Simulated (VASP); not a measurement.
The system is PbO (Litharge).

```xyz
4
Lattice="3.9900 0.0000 0.0000 0.0000 3.9900 0.0000 0.0000 0.0000 5.0100" Properties=species:S:1:pos:R:3 pbc="T T T"
Pb    0.0000    1.9950    1.2024
Pb    1.9950    0.0000    3.8076
O     0.0000    0.0000    0.0000
O     1.9950    1.9950    0.0000
```

- Program: VASP 6.6.1
- Task: relaxation of cell and atoms
- Functional: PBE
- Potentials or basis: VASP PAW PBE potentials, release 64 (Pb_d, O)
- Cutoff: 600 eV
- k mesh: 5 × 5 × 4
- Occupations: fermi-dirac, width 0.05 eV
- Spin: no spin polarisation

At the start: pressure 3.0 GPa; volume 19.94 Å³/atom.

Problem. Where does the relaxation end?

Solution. Over 12 steps the energy falls by 17.3 meV/atom and the volume is 22.68 Å³/atom (+13.7 %); space group P4/nmm (No. 129, to 0.05 Å).

The path:
| step | energy change (eV) | largest force (eV/Å) | pressure (GPa) | volume (Å³) |
| --- | --- | --- | --- | --- |
| 1 | 0.0000 | 0.0262 | 3.01 | 79.76 |
| 2 | -0.0216 | 0.6151 | -1.28 | 84.16 |
| 3 | -0.0277 | 0.4187 | -0.01 | 82.71 |
| 4 | -0.0403 | 0.2448 | 0.05 | 83.57 |
| 5 | -0.0463 | 0.0445 | 0.13 | 84.64 |
| 6 | -0.0464 | 0.0275 | 0.15 | 84.73 |
| 7 | -0.0500 | 0.0341 | 0.06 | 85.24 |
| 8 | -0.0586 | 0.0495 | -0.13 | 86.76 |
| 9 | -0.0675 | 0.0742 | -0.34 | 89.78 |
| 10 | -0.0685 | 0.0836 | -0.41 | 90.92 |
| 11 | -0.0582 | 0.3531 | 1.62 | 89.94 |
| 12 | -0.0692 | 0.0051 | 0.01 | 90.71 |

Final structure:
```xyz
4
Lattice="4.0591 0.0000 0.0000 0.0000 4.0591 0.0000 0.0000 0.0000 5.5058" Properties=species:S:1:pos:R:3 pbc="T T T"
Pb    0.0000    2.0295    1.1901
Pb    2.0295    0.0000    4.3157
O     0.0000    0.0000    0.0000
O     2.0295    2.0295    0.0000
```

Caveat: the volume moved by +14 % from the deposited cell, more than functionals usually miss.
